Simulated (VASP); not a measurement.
**Ta: single point with LDA**

Ta:

```xyz
2
Lattice="3.2529 0.0000 0.0000 0.0000 3.2529 0.0000 0.0000 0.0000 3.2529" Properties=species:S:1:pos:R:3 pbc="T T T"
Ta    0.0000    0.0000    0.0000
Ta    1.6264    1.6264    1.6264
```

```json
{
 "Program": "VASP 6.6.1",
 "Task": "single point",
 "Functional": "LDA",
 "Potentials or basis": "VASP PAW LDA potentials, release 64 (Ta_pv)",
 "Cutoff": "520 eV",
 "k mesh": "11 × 11 × 11",
 "Occupations": "fermi-dirac, width 0.05 eV",
 "Spin": "no spin polarisation"
}
```

| Property | Result |
| --- | --- |
| Pressure | 0.9 GPa |
| Band gap on the k mesh | zero (band 11 reaches 7.41 eV, above the bottom of band 12 at 4.49 eV) |

Levels at points of the mesh, in eV from the Fermi level:
| k point | band 9 | band 10 | band 11 | band 12 | band 13 | band 14 |
| --- | --- | --- | --- | --- | --- | --- |
| (0.00, 0.00, 0.00) | -4.10 | 0.66 | 0.66 | 0.66 | 4.09 | 4.09 |

Wall time 12 s on 1 thread of Intel(R) Xeon(R) Platinum 8259CL CPU @ 2.50GHz (Skylake/Cascade Lake), on a shared host, peak memory 0.14 GiB.

Caveat: spin-orbit coupling is left out, which moves the levels of the heavy elements.
